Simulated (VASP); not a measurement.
# SnO (Pmn2_1) in VASP: notebook

SnO is run at these levels: PBE, PBE+D4, PBE+D3(BJ), LDA; tasks: single point.

Program: VASP 6.6.1. These are calculated values, not measurements. Logs are shortened: lines on timing, memory, paths and dates and some standing lists are left out, and cuts for length are marked.

## (1) The cell of the first run

It takes space group Pmn2_1 (No. 31, orthorhombic). The conventional cell has a = 3.303 Å, b = 5.758 Å, c = 4.001 Å, α = 90.00°, β = 90.00°, γ = 90.00°. Sn (site symmetry m) has 3 O at 2.12 to 2.13 Å within 2.8 Å. Within 2.8 Å of O (site symmetry m) lie 3 Sn at 2.12 to 2.13 Å.

## (2) Single point, PBE

The input, INCAR:

```
SYSTEM = SnO
ALGO = Normal ; EDIFF = 1E-6
ENCUT = 520 ; GGA = PE
ISIF = 2 ; ISMEAR = 0
LASPH = .True. ; LCHARG = .True.
LELF = .True. ; LREAL = .False.
LVHAR = .True. ; LWAVE = .False.
NBANDS = 28 ; NELM = 60
PREC = Accurate ; SIGMA = 0.01
```

The input, KPOINTS:

```
k-points
0
Gamma
  4 4 4
  0 0 0
```

The input, POSCAR:

```
SnO
1.0
    3.3031148357      0.0000000000      0.0000000000
    0.0000000000      5.7577048997      0.0000000000
    0.0000000000      0.0000000000      4.0008071511
Sn O
2 2
Direct
    0.0000000000      0.2294420330      0.5172649307
    0.5000000000      0.7705579670      0.0172649307
    0.0000000000      0.8935339453      0.7327360693
    0.5000000000      0.1064660547      0.2327360693
```

Potentials or basis: VASP PAW PBE potentials, release 64 (Sn_d, O).

Started as:

```
> cat potpaw_PBE.64/Sn_d/POTCAR potpaw_PBE.64/O/POTCAR > POTCAR
> mpirun -np 1 vasp_std > vasp.out
```

OUTCAR:

```text
SYSTEM = SnO
   EDIFF = 1E-6
   ENCUT = 520
   GGA = PE
   ISIF = 2
   ISMEAR = 0
   LASPH = .True.
   LREAL = .False.
   NELM = 60
   PREC = Accurate

 ion  position               nearest neighbor table
   1  0.000  0.229  0.517-   3 2.12   4 2.13   4 2.13   2 3.70   2 3.70   2 3.70   2 3.70
   2  0.500  0.771  0.017-   4 2.12   3 2.13   3 2.13   1 3.70   1 3.70   1 3.70   1 3.70
   3  0.000  0.894  0.733-   1 2.12   2 2.13   2 2.13
   4  0.500  0.106  0.233-   2 2.12   1 2.13   1 2.13

  LATTYP: Found a simple orthorhombic cell.
 ALAT       =     3.3031148357
 B/A-ratio  =     1.2112225430
 C/A-ratio  =     1.7431137536

  Lattice vectors:

 A1 = (  -3.3031148357,   0.0000000000,   0.0000000000)
 A2 = (   0.0000000000,   0.0000000000,   4.0008071511)
 A3 = (   0.0000000000,   5.7577048997,   0.0000000000)

Analysis of symmetry for initial positions (statically):
=====================================================================
 Subroutine PRICEL returns:
 Original cell was already a primitive cell.

 Routine SETGRP: Setting up the symmetry group for a
 simple orthorhombic supercell.

 Subroutine GETGRP returns: Found  4 space group operations
 (whereof  2 operations were pure point group operations)
 out of a pool of  8 trial point group operations.

The static configuration has the point symmetry C_1h.
 The point group associated with its full space group is C_2v.

Analysis of symmetry for dynamics (positions and initial velocities):
=====================================================================
 Subroutine PRICEL returns:
 Original cell was already a primitive cell.

 Routine SETGRP: Setting up the symmetry group for a
 simple orthorhombic supercell.

 Subroutine GETGRP returns: Found  4 space group operations
 (whereof  2 operations were pure point group operations)
 out of a pool of  8 trial point group operations.

The dynamic configuration has the point symmetry C_1h.
 The point group associated with its full space group is C_2v.

 Subroutine INISYM returns: Found  4 space group operations
 (whereof  2 operations are pure point group operations),
 and found     1 'primitive' translations

----------------------------------------------------------------------------------------

                                     Primitive cell

  volume of cell :      76.0888

  direct lattice vectors                    reciprocal lattice vectors
[... 86 lines left out ...]
   LNONCOLLINEAR =      F non collinear calculations
   LSORBIT =      F    spin-orbit coupling
   LASPH  =      T    aspherical Exc in radial PAW
   ENCUT  =  520.0 eV  38.22 Ry    6.18 a.u.   6.14 10.71  7.44*2*pi/ulx,y,z
   NELM   =     60;   NELMIN=  2; NELMDL= -5     # of ELM steps
   EDIFF  = 0.1E-05   stopping-criterion for ELM
   LREAL  =      F    real-space projection
   EDIFFG = 0.1E-04   stopping-criterion for IOM
   NSW    =      0    number of steps for IOM
   IBRION =     -1    ionic relax: 0-MD 1-quasi-New 2-CG
   NFREE  =      0    steps in history (QN), initial steepest desc. (CG)
   ISIF   =      2    stress and relaxation
   ISYM   =      2    0-nonsym 1-usesym 2-fastsym
   POTIM  = 0.5000    time-step for ionic-motion
   TEBEG  =    0.0;   TEEND  =   0.0 temperature during run
   PSTRESS=    0.0 pullay stress
   NELECT =      40.0000    total number of electrons
   NUPDOWN=      -1.0000    fix difference up-down
   EMIN   =  10.00;   EMAX   =-10.00  energy-range for DOS
   EFERMI =   0.00;   METHOD = LEGACY
   ISMEAR =     0;   SIGMA  =   0.01  broadening in eV -4-tet -1-fermi 0-gaus
   EFERMI_NEDOS =   21; number of points for ismear=-14 and -15
   IALGO  =     38    algorithm
   IMIX   =      4    mixing-type and parameters
     AMIX     =   0.40;   BMIX     =  1.00
     AMIX_MAG =   1.60;   BMIX_MAG =  1.00
  volume/ion in A,a.u.               =      19.02       128.37
  Fermi-wavevector in a.u.,A,eV,Ry     =   1.321259  2.496817 23.752032  1.745725
  Thomas-Fermi vector in A             =   2.451026
   LORBIT       =      0    0 simple, 1 ext, 2 COOP (PROOUT), +10 PAW based schemes
   GGA     = PE    functional components
   LHFCALC =     F    Hartree Fock is set to
   AEXX    =    0.0000 exact exchange contribution
   IVDW    =     0    specifies the selected vdW correction
   LEPSILON=     F    determine dielectric tensor
   LRPA    =     F    only Hartree local field effects (RPA)
 non-spin polarized calculation
 Gauss-broadening in eV      SIGMA  =   0.01
  energy-cutoff  :      520.00
  volume of cell :       76.09
 maximum number of plane-waves:      2088
 NGX is ok and might be reduce to    28
   NGX = 13   NGY = 21   NGZ = 15

 number of electron      40.0000010 magnetization

 Free energy of the ion-electron system (eV)
  ---------------------------------------------------
  ext. energy  EPLUGINS =         0.00000000
  ---------------------------------------------------
  free energy    TOTEN  =       -22.37788152 eV

  energy without entropy =      -22.37788152  energy(sigma->0) =      -22.37788152

 E-fermi :   5.6130     XC(G=0):  -9.8119

 val. band max:        5.4718121000   @ k =   0.0000   0.0000   0.0000
 cond. band min:       7.2815534775   @ k =   0.5000   0.2500   0.2500
 fundamental gap:      1.8097413775
 Fermi energy:         5.6130053470

 k-point     1 :       0.0000    0.0000    0.0000
  band No.  band energies     occupation
      1     -15.8993      2.00000
      2     -15.5110      2.00000
      3     -15.4111      2.00000
      4     -15.3726      2.00000
      5     -15.3437      2.00000
      6     -15.3207      2.00000
[... 733 lines left out ...]
     27      14.9918      0.00000
     28      14.9918      0.00000

 [... further k-points ...]
[... 5 lines left out ...]
  --------------------------------------------------------------------------------------
  -------------------------------------------------------------------------------------
  Total        2.6151553      2.0486654      1.9731148      0.0000000      0.0000000      0.0000000
  in kB       55.0664875     43.1380909     41.5472470      0.0000000      0.0000000      0.0000000
  external PRESSURE =      46.5839418 kB  Pullay stress =       0.0000000 kB

 VOLUME and BASIS-vectors are now :
 -----------------------------------------------------------------------------
  energy-cutoff  :      520.00
  volume of cell :       76.09
      direct lattice vectors                 reciprocal lattice vectors
     3.303114836  0.000000000  0.000000000     0.302744546  0.000000000  0.000000000
     0.000000000  5.757704900  0.000000000     0.000000000  0.173680315  0.000000000
     0.000000000  0.000000000  4.000807151     0.000000000  0.000000000  0.249949563

 POSITION                                       TOTAL-FORCE (eV/Angst)
 -----------------------------------------------------------------------------------
      0.00000      1.32106      2.06948         0.000000      0.594528      0.207027
      1.65156      4.43665      0.06907         0.000000     -0.594528      0.207027
      0.00000      5.14470      2.93154         0.000000     -0.135696     -0.207027
      1.65156      0.61300      0.93113         0.000000      0.135696     -0.207027
 -----------------------------------------------------------------------------------
    total drift:                                0.000000      0.000000     -0.000022

  FREE ENERGIE OF THE ION-ELECTRON SYSTEM (eV)
  ---------------------------------------------------
  free  energy   TOTEN  =       -22.3778815220 eV

  energy  without entropy=      -22.3778815220  energy(sigma->0) =      -22.37788152
```

stdout:

```text
POSCAR found type information on POSCAR SnO
 POSCAR found :  2 types and       4 ions
 scaLAPACK will be used
 LDA part: xc-table for (Slater+PW92), standard interpolation
 POSCAR, INCAR and KPOINTS ok, starting setup
 FFT: planning ... GRIDC
 FFT: planning ... GRID_SOFT
 FFT: planning ... GRID
 WAVECAR not read
 entering main loop
```

Run time: 36 s. Hardware: 1 thread of Intel Xeon Platinum 8488C (Sapphire Rapids), shared host; peak memory 0.21 GiB.

What came out:

```
Free energy            : -22.3779 eV
Pressure               : 4.7 GPa
Largest force          : 0.630 eV/Å
Band gap on the k mesh : 1.81 eV, indirect (least direct gap 2.66 eV)
```

Forces on the atoms (eV/Å):
```
Sn   0.000  0.595  0.207
Sn   0.000 -0.595  0.207
O    0.000 -0.136 -0.207
O    0.000  0.136 -0.207
```

Stress tensor (GPa, compression positive):
```
5.51 0.00 0.00
0.00 4.31 0.00
0.00 0.00 4.15
```

Caveat: the k points lie up to 0.48 Å⁻¹ apart; spin-orbit coupling is left out, which moves the levels of the heavy elements. As with any semilocal functional, this PBE gap is likely too small.

## (3) Single point, PBE+D4

This run uses another cell than the first one, of 18.56 Å³/atom, 0.976 times its volume.

The input, INCAR:

```
SYSTEM = SnO
PREC = Accurate ; ENCUT = 520
EDIFF = 1E-6 ; ISMEAR = -1
SIGMA = 0.02 ; LREAL = .False.
LASPH = .True. ; NELM = 60
ALGO = Normal ; ISIF = 2
LWAVE = .False. ; LCHARG = .False.
GGA = PE ; IVDW = 13
NBANDS = 28
```

The input, KPOINTS:

```
regular mesh
0
Gamma
  8 4 6
  0 0 0
```

The input, POSCAR:

```
SnO
1.0
    3.3469999104      0.0000000000      0.0000000000
    0.0000000000      5.7100865705      0.0000000000
    0.0000000000      0.0000000000      3.8847355445
Sn O
2 2
Direct
    0.0000000000      0.2352168084      0.5289832460
    0.5000000000      0.7647831916      0.0289832460
    0.0000000000      0.8821691222      0.7210177540
    0.5000000000      0.1178308778      0.2210177540
```

Potentials or basis: VASP PAW PBE potentials, release 64 (Sn_d, O).

Started as:

```
> cat potpaw_PBE.64/Sn_d/POTCAR potpaw_PBE.64/O/POTCAR > POTCAR
> mpirun -np 1 vasp_std > vasp.out
```

It took 69 s on 1 thread of Intel Xeon Platinum 8488C (Sapphire Rapids), shared host; peak memory 0.24 GiB.

The run converged. Its results:

```
Free energy                : -23.4434 eV
Pressure                   : 0.2 GPa
Largest force              : 0.083 eV/Å
Band gap on the k mesh     : 1.29 eV, indirect (least direct gap 1.87 eV)
Dispersion energy per atom : -0.263 eV
```

Forces on the atoms (eV/Å):
```
Sn   0.000  0.077  0.029
Sn   0.000 -0.077  0.029
O    0.000  0.003 -0.029
O    0.000 -0.003 -0.029
```

Stress tensor (GPa, compression positive):
```
0.25 0.00 0.00
0.00 0.28 0.00
0.00 0.00 0.12
```

Levels at points of the mesh, in eV from the valence-band top:
| k point | band 18 | band 19 | band 20 | band 21 | band 22 | band 23 |
| --- | --- | --- | --- | --- | --- | --- |
| (0.00, 0.00, 0.00) | -2.64 | -2.17 | 0.00 | 3.26 | 3.38 | 6.31 |
| (0.50, 0.00, 0.00) | -2.67 | -1.25 | -1.25 | 2.54 | 2.54 | 5.76 |
| (0.00, 0.50, 0.00) | -2.67 | -1.80 | -1.48 | 3.36 | 4.48 | 5.14 |
| (0.50, 0.50, 0.00) | -2.68 | -1.06 | -1.06 | 1.98 | 1.98 | 6.37 |
| (0.00, 0.00, 0.50) | -3.19 | -1.42 | -1.42 | 2.52 | 2.52 | 5.51 |
| (0.50, 0.00, 0.50) | -3.49 | -1.24 | -1.24 | 2.22 | 2.22 | 4.66 |
| (0.00, 0.50, 0.50) | -2.98 | -1.47 | -1.47 | 1.96 | 1.96 | 5.99 |
| (0.50, 0.50, 0.50) | -3.76 | -0.49 | -0.49 | 2.41 | 2.41 | 4.22 |

Caveat: spin-orbit coupling is left out, which moves the levels of the heavy elements. As with any semilocal functional, this PBE gap is likely too small.

## (4) Single point, PBE+D3(BJ)

This run uses another cell than the first one, of 18.73 Å³/atom, 0.985 times its volume.

The input, INCAR:

```
PREC = Accurate ; ENCUT = 520
EDIFF = 1E-6 ; ISMEAR = -1
SIGMA = 0.02 ; LREAL = False
LASPH = True ; NELM = 60
ALGO = Normal ; ISIF = 2
LWAVE = False ; LCHARG = False
GGA = PE ; IVDW = 12
NBANDS = 28
```

The input, KPOINTS:

```
regular mesh
0
Gamma
  8 4 6
```

The input, POSCAR:

```
SnO
1.0
    3.3456473825      0.0000000000      0.0000000000
    0.0000000000      5.7113467323      0.0000000000
    0.0000000000      0.0000000000      3.9217907970
Sn O
2 2
Direct
    0.0000000000      0.2347551361      0.5269110050
    0.5000000000      0.7652448639      0.0269110050
    0.0000000000      0.8833650553      0.7230899950
    0.5000000000      0.1166349447      0.2230899950
```

Potentials or basis: VASP PAW PBE potentials, release 64 (Sn_d, O).

Started as:

```
> cat potpaw_PBE.64/Sn_d/POTCAR potpaw_PBE.64/O/POTCAR > POTCAR
> mpirun -np 1 vasp_std > vasp.out
```

OUTCAR:

```text
PREC = Accurate
   ENCUT = 520
   EDIFF = 1E-6
   ISMEAR = -1
   LREAL = False
   LASPH = True
   NELM = 60
   ISIF = 2
   GGA = PE
   IVDW = 12
 IVDW          = 12

 ion  position               nearest neighbor table
   1  0.000  0.235  0.527-   3 2.15   4 2.16   4 2.16   2 3.72   2 3.72   2 3.72   2 3.72
   2  0.500  0.765  0.027-   4 2.15   3 2.16   3 2.16   1 3.72   1 3.72   1 3.72   1 3.72
   3  0.000  0.883  0.723-   1 2.15   2 2.16   2 2.16
   4  0.500  0.117  0.223-   2 2.15   1 2.16   1 2.16

  LATTYP: Found a simple orthorhombic cell.
 ALAT       =     3.3456473825
 B/A-ratio  =     1.1722068552
 C/A-ratio  =     1.7070976344

  Lattice vectors:

 A1 = (  -3.3456473825,   0.0000000000,   0.0000000000)
 A2 = (   0.0000000000,   0.0000000000,   3.9217907970)
 A3 = (   0.0000000000,   5.7113467323,   0.0000000000)

Analysis of symmetry for initial positions (statically):
=====================================================================
 Subroutine PRICEL returns:
 Original cell was already a primitive cell.

 Routine SETGRP: Setting up the symmetry group for a
 simple orthorhombic supercell.

[... 171 lines left out ...]

 E-fermi :   5.9954     XC(G=0):  -9.9347

 val. band max:        5.5698441581   @ k =   0.0000   0.0000   0.0000
 cond. band min:       6.8724485293   @ k =   0.3750   0.5000   0.0000
 fundamental gap:      1.3026043711
 Fermi energy:         5.9954483706

 k-point     1 :       0.0000    0.0000    0.0000
  band No.  band energies     occupation
      1     -15.6582      2.00000
      2     -15.3434      2.00000
      3     -15.2748      2.00000
      4     -15.2299      2.00000
      5     -15.2028      2.00000
      6     -15.1816      2.00000
[... 733 lines left out ...]
     27      14.9061      0.00000
     28      16.0776      0.00000

 [... further k-points ...]

------------------------ aborting loop because EDIFF is reached ----------------------------------------

 Edisp (eV)   -0.88559

 E8    (eV) :    -0.3858

  FORCE on cell =-STRESS in cart. coord.  units (eV):
  Direction    XX          YY          ZZ          XY          YZ          ZX
  --------------------------------------------------------------------------------------
  -------------------------------------------------------------------------------------
  Total       0.13052     0.12798     0.05941     0.00000     0.00000     0.00000
  in kB       2.79049     2.73611     1.27011     0.00000     0.00000     0.00000
  external pressure =        2.27 kB  Pullay stress =        0.00 kB

 VOLUME and BASIS-vectors are now :
 -----------------------------------------------------------------------------
  energy-cutoff  :      520.00
  volume of cell :       74.94
      direct lattice vectors                 reciprocal lattice vectors
     3.345647383  0.000000000  0.000000000     0.298895815  0.000000000  0.000000000
     0.000000000  5.711346732  0.000000000     0.000000000  0.175090053  0.000000000
     0.000000000  0.000000000  3.921790797     0.000000000  0.000000000  0.254985554

 POSITION                                       TOTAL-FORCE (eV/Angst)
 -----------------------------------------------------------------------------------
      0.00000      1.34077      2.06643         0.000000      0.074000      0.031567
      1.67282      4.37058      0.10554         0.000000     -0.074000      0.031567
      0.00000      5.04520      2.83581         0.000000      0.005646     -0.031567
      1.67282      0.66614      0.87491         0.000000     -0.005646     -0.031567
 -----------------------------------------------------------------------------------
    total drift:                                0.000000      0.000000     -0.000987

  FREE ENERGIE OF THE ION-ELECTRON SYSTEM (eV)
  ---------------------------------------------------
  free  energy   TOTEN  =       -23.2842830655 eV

  energy  without entropy=      -23.2842830655  energy(sigma->0) =      -23.28428307
```

OSZICAR:

```text
N       E                     dE             d eps       ncg     rms          rms(c)
DAV:   1     0.438199646060E+03    0.43820E+03   -0.20341E+04  3472   0.215E+03
DAV:   2     0.415136929300E+02   -0.39669E+03   -0.38096E+03  3508   0.548E+02
DAV:   3    -0.231141872373E+02   -0.64628E+02   -0.63496E+02  3824   0.187E+02
DAV:   4    -0.262209341969E+02   -0.31067E+01   -0.30916E+01  3908   0.442E+01
DAV:   5    -0.262961466411E+02   -0.75212E-01   -0.75202E-01  3716   0.741E+00    0.119E+01
DAV:   6    -0.224903786470E+02    0.38058E+01   -0.17832E+01  5468   0.473E+01    0.531E+00
DAV:   7    -0.224266681135E+02    0.63711E-01   -0.22300E+00  3952   0.923E+00    0.256E+00
DAV:   8    -0.224064877744E+02    0.20180E-01   -0.31937E-01  4104   0.387E+00    0.806E-01
DAV:   9    -0.223977703591E+02    0.87174E-02   -0.45321E-02  5512   0.220E+00    0.242E-01
DAV:  10    -0.223992499608E+02   -0.14796E-02   -0.86807E-03  4812   0.845E-01    0.163E-01
DAV:  11    -0.223986634611E+02    0.58650E-03   -0.23813E-03  5244   0.461E-01    0.203E-02
DAV:  12    -0.223986995869E+02   -0.36126E-04   -0.32947E-04  3552   0.109E-01    0.284E-02
DAV:  13    -0.223986978116E+02    0.17753E-05   -0.20985E-05  4872   0.462E-02    0.796E-03
DAV:  14    -0.223986972386E+02    0.57306E-06   -0.15982E-06  3236   0.108E-02
   1 F= -.23284283E+02 E0= -.23284283E+02  d E =-.422581E-11
```

It took 67 s on 1 thread of Intel Xeon Platinum 8488C (Sapphire Rapids), shared host; peak memory 0.25 GiB.

What came out:

```
Free energy                : -23.2843 eV
Pressure                   : 0.2 GPa
Largest force              : 0.080 eV/Å
Band gap on the k mesh     : 1.30 eV, indirect (least direct gap 1.90 eV)
Dispersion energy per atom : -0.221 eV
```

Forces in eV/Å, atoms in the order of the input:
```
Sn   0.000  0.074  0.032
Sn   0.000 -0.074  0.032
O    0.000  0.006 -0.032
O    0.000 -0.006 -0.032
```

Stress tensor (GPa, compression positive):
```
0.28 0.00 0.00
0.00 0.27 0.00
0.00 0.00 0.13
```

Caveat: spin-orbit coupling is left out, which moves the levels of the heavy elements. A k mesh can miss the band edges.

## (5) Single point, PBE

The input, INCAR:

```
PREC = Accurate ; ENCUT = 520
EDIFF = 1E-6 ; ISMEAR = -1
SIGMA = 0.02 ; LREAL = False
LASPH = True ; NELM = 60
ALGO = Normal ; ISIF = 2
LWAVE = False ; LCHARG = True
GGA = PE ; LELF = True
LVHAR = True ; NBANDS = 28
```

The input, KPOINTS:

```
Automatic mesh
0
Gamma
  8 4 6
```

The input, POSCAR:

```
SnO
1.0
    3.3031148357      0.0000000000      0.0000000000
    0.0000000000      5.7577048997      0.0000000000
    0.0000000000      0.0000000000      4.0008071511
Sn O
2 2
Direct
    0.0000000000      0.2294420330      0.5172649307
    0.5000000000      0.7705579670      0.0172649307
    0.0000000000      0.8935339453      0.7327360693
    0.5000000000      0.1064660547      0.2327360693
```

Started as:

```
> cat potpaw_PBE.64/Sn_d/POTCAR potpaw_PBE.64/O/POTCAR > POTCAR
> mpirun -np 1 vasp_std > vasp.out
```

It took 70 s on 1 thread of Intel Xeon Platinum 8488C (Sapphire Rapids), shared host; peak memory 0.25 GiB.

Results (log left out):

* Free energy: -22.3730 eV
* Pressure: 4.8 GPa
* Largest force: 0.622 eV/Å
* Band gap on the k mesh: 1.41 eV, indirect (least direct gap 2.10 eV)

Forces in eV/Å, atoms in the order of the input:
```
Sn   0.000  0.588  0.203
Sn   0.000 -0.588  0.203
O    0.000 -0.128 -0.203
O    0.000  0.128 -0.203
```

Stress tensor (GPa, compression positive):
```
5.58 0.00 0.00
0.00 4.47 0.00
0.00 0.00 4.25
```

Levels at points of the mesh, in eV from the valence-band top:
```tsv
k point	band 17	band 18	band 19	band 20	band 21	band 22	band 23	band 24
(0.00, 0.00, 0.00)	-3.85	-2.80	-2.22	0.00	3.03	3.19	6.12	6.23
(0.50, 0.00, 0.00)	-2.81	-2.81	-1.29	-1.29	2.56	2.56	5.84	5.84
(0.00, 0.50, 0.00)	-4.07	-2.82	-1.84	-1.62	3.37	4.34	5.16	5.33
(0.50, 0.50, 0.00)	-2.85	-2.85	-1.03	-1.03	1.98	1.98	6.55	6.55
(0.00, 0.00, 0.50)	-3.41	-3.41	-1.71	-1.71	2.59	2.59	5.43	5.43
(0.50, 0.00, 0.50)	-3.42	-3.42	-1.05	-1.05	2.16	2.16	4.50	4.50
(0.00, 0.50, 0.50)	-3.16	-3.16	-1.58	-1.58	1.92	1.92	6.01	6.01
(0.50, 0.50, 0.50)	-3.66	-3.66	-0.45	-0.45	2.44	2.44	4.14	4.14
```

Caveat: spin-orbit coupling is left out, which moves the levels of the heavy elements. A k mesh can miss the band edges.

[end of part 1 of 2]
